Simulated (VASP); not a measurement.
Crystal: In3Se.

```
CELL_PARAMETERS angstrom
4.80376 0.00000 0.00000
0.00000 4.80376 0.00000
0.00000 0.00000 4.80376
ATOMIC_POSITIONS crystal
In 0.50000 0.50000 0.00000
In 0.50000 0.00000 0.50000
In 0.00000 0.50000 0.50000
Se 0.00000 0.00000 0.00000
```

| Quantity | Value |
| --- | --- |
| Program | VASP 6.6.1 |
| Task | relaxation of cell and atoms |
| Functional | PBEsol |
| Dispersion | D4 |
| Potentials or basis | VASP PAW PBE potentials, release 64 (In_d, Se) |
| Cutoff | 600 eV |
| k mesh | 6 × 6 × 6 |
| Occupations | fermi-dirac, width 0.05 eV |
| Spin | no spin polarisation |

At the start: pressure -4.1 GPa; volume 27.71 Å³/atom.

Q: Where does the relaxation end?

A: Over 3 steps the energy falls by 42.3 meV/atom and the volume is 24.77 Å³/atom (-10.6 %); space group Pm-3m (No. 221, to 0.1 Å) before and after.

Step by step:
```tsv
step	energy change (eV)	largest force (eV/Å)	pressure (GPa)	volume (Å³)
1	0.0000	0.0000	-4.08	110.85
2	-0.1679	0.0000	-0.42	99.92
3	-0.1691	0.0000	-0.04	99.08
```

Final structure:
```cif
data_structure
_symmetry_space_group_name_H-M 'P 1'
_symmetry_Int_Tables_number 1
_cell_length_a 4.6273
_cell_length_b 4.6273
_cell_length_c 4.6273
_cell_angle_alpha 90.000
_cell_angle_beta 90.000
_cell_angle_gamma 90.000
_cell_volume 99.08
loop_
_atom_site_label
_atom_site_type_symbol
_atom_site_fract_x
_atom_site_fract_y
_atom_site_fract_z
_atom_site_occupancy
In1 In 0.50000 0.50000 0.00000 1
In2 In 0.50000 0.00000 0.50000 1
In3 In 0.00000 0.50000 0.50000 1
Se1 Se 0.00000 0.00000 0.00000 1
```

Caveat: the PAW data sets were made with another functional, which shifts forces and pressure a little.
